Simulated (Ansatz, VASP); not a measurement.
**Two plane-wave programs on ZnS**

Contents of INCAR:

```
PREC = Accurate ; ENCUT = 520
EDIFF = 1E-7 ; ISMEAR = 0
SIGMA = 0.05 ; LREAL = F
LASPH = T ; NELM = 100
ALGO = Normal ; ISIF = 2
LWAVE = F ; LCHARG = F
NBANDS = 46
```

File KPOINTS:

```
regular mesh
0
Gamma
  6 6 6
```

File POSCAR:

```
ZnS
1.0
    5.2659362175     -0.0162043957      0.0509876570
    0.0162043957     -4.8583540894      0.1188248063
   -0.0509876570      0.1188248063     -6.1614234730
Zn S
4 4
Direct
   -0.0184405505      0.5678103034      0.5041777638
    0.5193693366     -0.0407947405      0.4685483921
    0.4651419787      0.5542901338      0.0255021590
   -0.0158444043     -0.0395257233      0.0771472878
    0.7233685553      0.6773979442      0.7725285514
    0.2732783941      0.2236381736      0.7517864978
    0.2999344030      0.8228619831      0.2492324356
    0.7531922870      0.2343219257      0.1510769125
```

Input for Ansatz:

```yaml
crystal:
  lattice:
    - [5.2659362175, -0.0162043957, 0.050987657]
    - [0.0162043957, -4.8583540894, 0.1188248063]
    - [-0.050987657, 0.1188248063, -6.161423473]
  atoms:
    - { symbol: Zn, position: [-0.0184405505, 0.5678103034, 0.5041777638] }
    - { symbol: Zn, position: [0.5193693366, -0.0407947405, 0.4685483921] }
    - { symbol: Zn, position: [0.4651419787, 0.5542901338, 0.025502159] }
    - { symbol: Zn, position: [-0.0158444043, -0.0395257233, 0.0771472878] }
    - { symbol: S, position: [0.7233685553, 0.6773979442, 0.7725285514] }
    - { symbol: S, position: [0.2732783941, 0.2236381736, 0.7517864978] }
    - { symbol: S, position: [0.299934403, 0.8228619831, 0.2492324356] }
    - { symbol: S, position: [0.753192287, 0.2343219257, 0.1510769125] }
basis:
  ecutwfc: 420
kpoints:
  mp_grid: { grid: [6, 6, 6] }
hamiltonian:
  xc: lda
scf:
  occupations: { method: gaussian, width: 0.05 }
output:
  forces: true
  stress: true
  eigenvalues: true
```

Change from the starting cell: all atoms moved at random (sigma 0.22 Å a component), cell strained at random (sigma 0.05).

Alike in both runs: task single point; functional LDA; k mesh 6 × 6 × 6; occupations gaussian, width 0.05 eV; no spin polarisation.

|  | VASP | Ansatz |
| --- | --- | --- |
| version | VASP 6.6.1 | Ansatz 0.2.0 |
| potentials or method | VASP PAW LDA potentials, release 64 (Zn, S), cutoff 520 eV | scalar-relativistic, plane waves, PAW |
| valence electrons in the cell | 72 | 72 |

VASP gave:

* gap on the k mesh at the Fermi level (eV): 0.11
* least direct gap on the mesh (eV): 0.22
* pressure (GPa): 7.6
* traceless stress, the component that is largest in VASP (GPa): -8.50
* rms of the force components (eV/Å): 3.276

Problem. Estimate Ansatz's values.

Solution. gap on the k mesh at the Fermi level (eV): 0.11; least direct gap on the mesh (eV): 0.22; pressure (GPa): 7.3; traceless stress, the component that is largest in VASP (GPa): -8.51; rms of the force components (eV/Å): 3.234.

LDA's correlation is that of Perdew and Zunger in VASP and of Perdew and Wang (1992) in Ansatz. Atom by atom the forces differ by 0.044 eV/Å (rms over components).
